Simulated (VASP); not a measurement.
FeO:

```
Fe O
1.0
     0.00000    2.15540    2.15540
     2.15540    0.00000    2.15540
     2.15540    2.15540    0.00000
Fe O
1 1
Cartesian
  0.0000 0.0000 0.0000
  2.1554 2.1554 2.1554
```

Base run:

* Program: VASP 6.6.1
* Functional: LDA
* Potentials or basis: VASP PAW LDA potentials, release 64 (Fe, O)
* Cutoff: 600 eV
* k mesh: 13 × 13 × 13
* Occupations: fermi-dirac, width 0.15 eV
* Spin: collinear spin, ferromagnetic start
* Starting moments: [2.5, 0.06] μB
* Fixed moment: 2.5 μB

Its results: pressure -29.7 GPa; site moments Fe +2.39; O +0.06 μB.

Problem. The run is repeated on the same cell with these changes: fixed moment from 2.5 μB to 4.2 μB; moments at the start from [2.5, 0.06] to [3.84, 0.45]. What comes out?

Solution. Pressure -10.2 GPa; site moments Fe +3.67; O +0.38 μB.

Caveats: the cell stands under tension; the total moment is fixed, so each spin has its own Fermi level; a cell with one magnetic atom can't hold antiferromagnetic order, which such compounds often take.
